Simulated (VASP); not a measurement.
BAs, 2 atoms in the cell. It takes space group F-43m (No. 216, cubic). The conventional cell has a = 4.777 Å, b = 4.777 Å, c = 4.777 Å, α = 90.00°, β = 90.00°, γ = 90.00°. B (site symmetry -43m) has 4 As at 2.07 Å within 2.7 Å. Within 2.7 Å of As (site symmetry -43m) lie 4 B at 2.07 Å. 

```yaml
Program: VASP 6.6.1
Task: G0W0 quasiparticle levels
Functional: PBE
Potentials_or_basis: VASP PAW PBE potentials, release 64 (B_GW, As_GW)
Cutoff: 500 eV
k_mesh: 2 × 2 × 2
Occupations: gaussian, width 0.01 eV
Spin: no spin polarisation
Dipole_correction: no
GW_scheme: G0W0
GW_iterations: 1
Cutoff_of_the_response_function: 113.3
Frequency_points: 48
Empty_bands: 133
Further_INCAR_settings: ALGO = EVGW0; EDIFF = 1e-08; NBANDS = 137
```

Potentials or basis: VASP PAW PBE potentials, release 64 (B_GW, As_GW).

Launch:

```bash
$ cat potpaw_PBE.64/B_GW/POTCAR potpaw_PBE.64/As_GW/POTCAR > POTCAR
$ cp INCAR.step1 INCAR
$ mpirun -np 1 vasp_std > vasp.out
$ cp INCAR.step2 INCAR
$ mpirun -np 1 vasp_std > vasp.out
$ cp INCAR.step3 INCAR
$ mpirun -np 1 vasp_std > vasp.out
```

Hardware: 1 thread of Intel Xeon 8259CL, on a shared host.

Q: How long does it take, and how much memory?

A: Run time: 22 s on 1 thread of Intel Xeon 8259CL (shared host), peak memory 0.19 GiB. Counts: k points 3.
